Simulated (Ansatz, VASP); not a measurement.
# One calculation of Al, two programs

```
Al
1.0
     0.00000    1.98092    1.98092
     1.98092    0.00000    1.98092
     1.98092    1.98092    0.00000
Al
1
Direct
  0.00000 0.00000 0.00000
```

Alike in both runs: functional PBEsol; dispersion D3(BJ); k mesh 18 × 18 × 18; occupations gaussian, width 0.1 eV; no spin polarisation.

Ansatz relaxed the structure, and its values are those at the end. VASP's run is a single point on that final structure, the one shown.

|  | VASP | Ansatz |
| --- | --- | --- |
| version | VASP 6.6.1 | Ansatz 0.2.0 |
| potentials or method | VASP PAW PBE potentials, release 64 (Al), cutoff 500 eV | scalar-relativistic, plane waves, PAW |
| valence electrons in the cell | 3 | 3 |

VASP gave:

* gap on the k mesh at the Fermi level (eV): none
* pressure (GPa): 0.1

Task: What did Ansatz give for the same quantities?

Result: gap on the k mesh at the Fermi level (eV): none; pressure (GPa): 0.0.

VASP's potentials were made for PBE, not for PBEsol, and Ansatz warns of the same on its side. A gap of «none» marks a metal or a gap that the smearing closes.
